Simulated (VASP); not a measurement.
# MgO (MgO (100), 4 layers) in VASP: density of states with PBE

Aim: the density of states of MgO (MgO (100), 4 layers) with PBE.

Program: VASP 6.6.1. These are calculated values, not measurements. Logs are shortened: lines on timing, memory, paths and dates and some standing lists are left out, and cuts for length are marked.

### Step 1. The cell of the first run

The cell holds a slab with vacuum, 8 atoms: a = 3.008 Å, b = 3.008 Å, c = 22.381 Å, α = 90.00°, β = 90.00°, γ = 90.00°.

### Step 2. Density of states, PBE

The input, POSCAR:

```
MgO
1.0
    3.0079491114      0.0000000000      0.0000000000
    0.0000000000      3.0079491114      0.0000000000
    0.0000000000      0.0000000000     22.3808000000
Mg O
4 4
Direct
    0.0000000000      0.0000000000      0.3574487140
    0.5000000000      0.5000000000      0.4524829043
    0.0000000000      0.0000000000      0.5475170951
    0.5000000000      0.5000000000      0.6425512860
    0.5000000000      0.5000000000      0.3574487140
    0.0000000000      0.0000000000      0.4524829043
    0.5000000000      0.5000000000      0.5475170951
    0.0000000000      0.0000000000      0.6425512860
```

The input, INCAR.step1:

```
PREC     = Accurate       # precision mode
ENCUT    = 520            # plane-wave cutoff, eV
EDIFF    = 1E-7           # SCF threshold, eV
ISMEAR   = -1             # smearing method
SIGMA    = 0.02           # smearing width, eV
LREAL    = False          # projectors in reciprocal space
LASPH    = True           # aspherical terms in the spheres
NELM     = 100            # most SCF steps
ALGO     = Normal         # electronic algorithm
ISIF     = 2              # what is computed and relaxed
LWAVE    = False          # write WAVECAR
LCHARG   = True           # write CHGCAR
LDIPOL   = True         
IDIPOL   = 3            
DIPOL    = 0.5 0.5 0.500
GGA      = PE             # functional
NBANDS   = 26             # bands
```

The input, KPOINTS.step1:

```
regular mesh
0
Gamma
  10 10 1
```

The input, INCAR.step2:

```
PREC     = Accurate       # precision mode
ENCUT    = 520            # plane-wave cutoff, eV
EDIFF    = 1E-7           # SCF threshold, eV
ISMEAR   = -5             # smearing method
SIGMA    = 0.02           # smearing width, eV
LREAL    = False          # projectors in reciprocal space
LASPH    = True           # aspherical terms in the spheres
NELM     = 100            # most SCF steps
ALGO     = Normal         # electronic algorithm
ISIF     = 2              # what is computed and relaxed
LWAVE    = False          # write WAVECAR
LCHARG   = False          # write CHGCAR
LDIPOL   = True         
IDIPOL   = 3            
DIPOL    = 0.5 0.5 0.500
GGA      = PE             # functional
LORBIT   = 11             # projections on sites
NBANDS   = 26             # bands
NEDOS    = 1001           # points of the DOS
ICHARG   = 11             # starting density
```

The input, KPOINTS.step2:

```
regular mesh
0
Gamma
  15 15 1
```

Potentials or basis: VASP PAW PBE potentials, release 64 (Mg, O).

The run is started by

```
$ cat potpaw_PBE.64/Mg/POTCAR potpaw_PBE.64/O/POTCAR > POTCAR
$ cp INCAR.step1 INCAR
$ cp KPOINTS.step1 KPOINTS
$ mpirun -np 1 vasp_std > vasp.out
$ cp INCAR.step2 INCAR
$ cp KPOINTS.step2 KPOINTS
$ mpirun -np 1 vasp_std > vasp.out
```

OUTCAR:

```text
PREC = Accurate
   ENCUT = 520
   EDIFF = 1E-7
   ISMEAR = -5
   LREAL = False
   LASPH = True
   NELM = 100
   ISIF = 2
   GGA = PE
   LORBIT = 11
   ICHARG = 11

 ion  position               nearest neighbor table
   1  0.000  0.000  0.357-   6 2.13   5 2.13   5 2.13   5 2.13   5 2.13   2 3.01   2 3.01   2 3.01
                             2 3.01
   2  0.500  0.500  0.452-   5 2.13   6 2.13   6 2.13   6 2.13   6 2.13   7 2.13   1 3.01   1 3.01
                             1 3.01   1 3.01   3 3.01   3 3.01   3 3.01   3 3.01
   3  0.000  0.000  0.548-   7 2.13   7 2.13   7 2.13   7 2.13   6 2.13   8 2.13   2 3.01   2 3.01
                             2 3.01   2 3.01   4 3.01   4 3.01   4 3.01   4 3.01
   4  0.500  0.500  0.643-   8 2.13   8 2.13   8 2.13   8 2.13   7 2.13   3 3.01   3 3.01   3 3.01
                             3 3.01
   5  0.500  0.500  0.357-   2 2.13   1 2.13   1 2.13   1 2.13   1 2.13
   6  0.000  0.000  0.452-   1 2.13   2 2.13   2 2.13   2 2.13   2 2.13   3 2.13
   7  0.500  0.500  0.548-   3 2.13   3 2.13   3 2.13   3 2.13   2 2.13   4 2.13
   8  0.000  0.000  0.643-   4 2.13   4 2.13   4 2.13   4 2.13   3 2.13

  LATTYP: Found a simple tetragonal cell.
 ALAT       =     3.0079491114
 C/A-ratio  =     7.4405514093

  Lattice vectors:

 A1 = (   3.0079491114,   0.0000000000,   0.0000000000)
 A2 = (   0.0000000000,   3.0079491114,   0.0000000000)
 A3 = (   0.0000000000,   0.0000000000,  22.3808000000)

Analysis of symmetry for initial positions (statically):
=====================================================================
 Subroutine PRICEL returns:
 Original cell was already a primitive cell.

 Routine SETGRP: Setting up the symmetry group for a
 simple tetragonal supercell.

 Subroutine GETGRP returns: Found 16 space group operations
 (whereof  8 operations were pure point group operations)
 out of a pool of 16 trial point group operations.

The static configuration has the point symmetry C_4v.
 The point group associated with its full space group is D_4h.

Analysis of symmetry for dynamics (positions and initial velocities):
=====================================================================
 Subroutine PRICEL returns:
 Original cell was already a primitive cell.

 Routine SETGRP: Setting up the symmetry group for a
 simple tetragonal supercell.

 Subroutine GETGRP returns: Found 16 space group operations
 (whereof  8 operations were pure point group operations)
 out of a pool of 16 trial point group operations.

The dynamic configuration has the point symmetry C_4v.
 The point group associated with its full space group is D_4h.

 Subroutine INISYM returns: Found 16 space group operations
 (whereof  8 operations are pure point group operations),
 and found     1 'primitive' translations

----------------------------------------------------------------------------------------

                                     Primitive cell

  volume of cell :     202.4961

  direct lattice vectors                    reciprocal lattice vectors
     3.007949111  0.000000000  0.000000000     0.332452433  0.000000000  0.000000000
     0.000000000  3.007949111  0.000000000     0.000000000  0.332452433  0.000000000
     0.000000000  0.000000000 22.380800000     0.000000000  0.000000000  0.044681155

  length of vectors
     3.007949111  3.007949111 22.380800000     0.332452433  0.332452433  0.044681155

  position of ions in fractional coordinates (direct lattice)
     0.000000000  0.000000000  0.357448714
     0.500000000  0.500000000  0.452482904
     0.000000000  0.000000000  0.547517095
     0.500000000  0.500000000  0.642551286
     0.500000000  0.500000000  0.357448714
     0.000000000  0.000000000  0.452482904
     0.500000000  0.500000000  0.547517095
     0.000000000  0.000000000  0.642551286

  ion indices of the primitive-cell ions
   primitive index   ion index
                 1           1
                 2           2
                 3           3
                 4           4
                 5           5
                 6           6
                 7           7
                 8           8

----------------------------------------------------------------------------------------

 KPOINTS: regular mesh

Automatic generation of k-mesh.
 Grid dimensions read from file:
 generate k-points for:   15   15    1

 Generating k-lattice:

  Cartesian coordinates                     Fractional coordinates (reciprocal lattice)
     0.022163496  0.000000000  0.000000000     0.066666667  0.000000000  0.000000000
     0.000000000  0.022163496  0.000000000     0.000000000  0.066666667  0.000000000
     0.000000000  0.000000000  0.044681155     0.000000000  0.000000000  1.000000000

  Length of vectors
     0.022163496  0.022163496  0.044681155

  Shift w.r.t. Gamma in fractional coordinates (k-lattice)
     0.000000000  0.000000000  0.000000000

 TETIRR: Found    321 inequivalent tetrahedra from     1350

 Subroutine IBZKPT returns following result:
 ===========================================

 Found     36 irreducible k-points:

 Following reciprocal coordinates:
            Coordinates               Weight
  0.000000  0.000000  0.000000      1.000000
  0.066667  0.000000  0.000000      4.000000
  0.133333  0.000000  0.000000      4.000000
  0.200000  0.000000  0.000000      4.000000
  0.266667  0.000000  0.000000      4.000000
  0.333333  0.000000  0.000000      4.000000
[... 16 lines left out ...]
  0.266667  0.200000  0.000000      8.000000
  0.333333  0.200000  0.000000      8.000000
 [... further k-points ...]
   k-points           NKPTS =     36   k-points in BZ     NKDIM =     36   number of bands    NBANDS=     26
   number of dos      NEDOS =   1001   number of ions     NIONS =      8
   total plane-waves  NPLWV =  96768
   dimension x,y,z NGX =    24 NGY =   24 NGZ =  168
   dimension x,y,z NGXF=    48 NGYF=   48 NGZF=  336
   ions per type =               4   4
   NGX,Y,Z   is equivalent  to a cutoff of  13.26, 13.26, 12.48 a.u.
   NGXF,Y,Z  is equivalent  to a cutoff of  26.53, 26.53, 24.96 a.u.
 SYSTEM =  unknown system
   PREC   = accura    normal or accurate (medium, high low for compatibility)
   ISTART =      0    job   : 0-new  1-cont  2-samecut
   ICHARG =     11    charge: 1-file 2-atom 10-const
   ISPIN  =      1    spin polarized calculation?
   LNONCOLLINEAR =      F non collinear calculations
   LSORBIT =      F    spin-orbit coupling
   LASPH  =      T    aspherical Exc in radial PAW
   ENCUT  =  520.0 eV  38.22 Ry    6.18 a.u.   5.59  5.59 41.61*2*pi/ulx,y,z
   NELM   =    100;   NELMIN=  2; NELMDL=  0     # of ELM steps
   EDIFF  = 0.1E-06   stopping-criterion for ELM
   LREAL  =      F    real-space projection
   EDIFFG = 0.1E-05   stopping-criterion for IOM
   NSW    =      0    number of steps for IOM
   IBRION =     -1    ionic relax: 0-MD 1-quasi-New 2-CG
   NFREE  =      0    steps in history (QN), initial steepest desc. (CG)
   ISIF   =      2    stress and relaxation
   ISYM   =      2    0-nonsym 1-usesym 2-fastsym
   POTIM  = 0.5000    time-step for ionic-motion
   TEBEG  =    0.0;   TEEND  =   0.0 temperature during run
   PSTRESS=    0.0 pullay stress
   NELECT =      32.0000    total number of electrons
   NUPDOWN=      -1.0000    fix difference up-down
   EMIN   =  10.00;   EMAX   =-10.00  energy-range for DOS
   EFERMI =   0.00;   METHOD = LEGACY
   ISMEAR =    -5;   SIGMA  =   0.02  broadening in eV -4-tet -1-fermi 0-gaus
   EFERMI_NEDOS =   21; number of points for ismear=-14 and -15
   IALGO  =     38    algorithm
   IMIX   =      4    mixing-type and parameters
     AMIX     =   0.40;   BMIX     =  1.00
     AMIX_MAG =   1.60;   BMIX_MAG =  1.00
  volume/ion in A,a.u.               =      25.31       170.81
  Fermi-wavevector in a.u.,A,eV,Ry     =   0.885087  1.672572 10.658518  0.783379
  Thomas-Fermi vector in A             =   2.006074
   LORBIT       =     11    0 simple, 1 ext, 2 COOP (PROOUT), +10 PAW based schemes
   GGA     = PE    functional components
   LHFCALC =     F    Hartree Fock is set to
   AEXX    =    0.0000 exact exchange contribution
   IVDW    =     0    specifies the selected vdW correction
   LEPSILON=     F    determine dielectric tensor
   LRPA    =     F    only Hartree local field effects (RPA)
 non-spin polarized calculation
 Fermi weights with tetrahedron method with Bloechl corrections
  energy-cutoff  :      520.00
  volume of cell :      202.50
 maximum number of plane-waves:      5495
 NGX is ok and might be reduce to    24

 number of electron      31.9999982 magnetization

 dipolmoment           0.000000      0.000000     -0.000000 electrons x Angstroem

 Free energy of the ion-electron system (eV)
  ---------------------------------------------------
  ext. energy  EPLUGINS =         0.00000000
  ---------------------------------------------------
  free energy    TOTEN  =       -46.60224240 eV

  energy without entropy =      -46.60224240  energy(sigma->0) =      -46.60224240

 E-fermi :  -1.8526     XC(G=0):  -4.8437

 val. band max:       -1.8716278364   @ k =   0.0000   0.0000   0.0000
 cond. band min:       1.3500898718   @ k =   0.0000   0.0000   0.0000
 fundamental gap:      3.2217177082
 Fermi energy:        -1.8525907175

 k-point     1 :       0.0000    0.0000    0.0000
  band No.  band energies     occupation
      1     -18.7184      2.00000
      2     -18.2546      2.00000
      3     -17.7465      2.00000
      4     -17.4814      2.00000
      5      -5.3953      2.00000
      6      -4.4870      2.00000
[... 685 lines left out ...]
     25       8.2586      0.00000
     26       9.1631      0.00000

 [... further k-points ...]

------------------------ aborting loop because EDIFF is reached ----------------------------------------

 vacuum level on the upper side and lower side of the slab       (xc-potential included)        -0.072        -0.072

  FORCE on cell =-STRESS in cart. coord.  units (eV):
  Direction    XX          YY          ZZ          XY          YZ          ZX
  --------------------------------------------------------------------------------------
  -------------------------------------------------------------------------------------
  Total       -4.1327960     -4.1327960     -0.2444497      0.0000000      0.0000000      0.0000000
  in kB      -32.6992640    -32.6992640     -1.9341208      0.0000000      0.0000000      0.0000000
  external PRESSURE =     -22.4442163 kB  Pullay stress =       0.0000000 kB

 VOLUME and BASIS-vectors are now :
 -----------------------------------------------------------------------------
  energy-cutoff  :      520.00
  volume of cell :      202.50
      direct lattice vectors                 reciprocal lattice vectors
     3.007949111  0.000000000  0.000000000     0.332452433  0.000000000  0.000000000
     0.000000000  3.007949111  0.000000000     0.000000000  0.332452433  0.000000000
     0.000000000  0.000000000 22.380800000     0.000000000  0.000000000  0.044681155

 POSITION                                       TOTAL-FORCE (eV/Angst)
 -----------------------------------------------------------------------------------
      0.00000      0.00000      7.99999         0.000000      0.000000      0.469046
      1.50397      1.50397     10.12693        -0.000000     -0.000000      0.004477
      0.00000      0.00000     12.25387        -0.000000     -0.000000     -0.004477
      1.50397      1.50397     14.38081        -0.000000     -0.000000     -0.469046
      1.50397      1.50397      7.99999        -0.000000      0.000000     -0.446003
      0.00000      0.00000     10.12693         0.000000     -0.000000      0.001720
      1.50397      1.50397     12.25387        -0.000000     -0.000000     -0.001720
      0.00000      0.00000     14.38081        -0.000000      0.000000      0.446003
 -----------------------------------------------------------------------------------
    total drift:                                0.000000     -0.000000      0.000007

  FREE ENERGIE OF THE ION-ELECTRON SYSTEM (eV)
  ---------------------------------------------------
  free  energy   TOTEN  =       -46.6022423961 eV

  energy  without entropy=      -46.6022423961  energy(sigma->0) =      -46.60224240

 vacuum level on the upper side and lower side of the slab         2.910         2.910

 total charge

# of ion       s       p       d       tot
------------------------------------------
    1        0.141   0.150   0.061   0.352
    2        0.145   0.171   0.074   0.390
    3        0.145   0.171   0.074   0.390
    4        0.141   0.150   0.061   0.352
    5        1.543   3.492   0.000   5.035
    6        1.542   3.542   0.000   5.085
    7        1.542   3.542   0.000   5.085
    8        1.543   3.492   0.000   5.035
--------------------------------------------------
tot          6.742  14.711   0.271  21.725
```

It took 1.8 min on 1 thread of Intel Xeon 6975P-C (Granite Rapids), shared host; peak memory 0.35 GiB.

What came out:

```
Valence electrons inside the program's atomic spheres : Mg 0.35, 0.39; O 5.04, 5.08
```
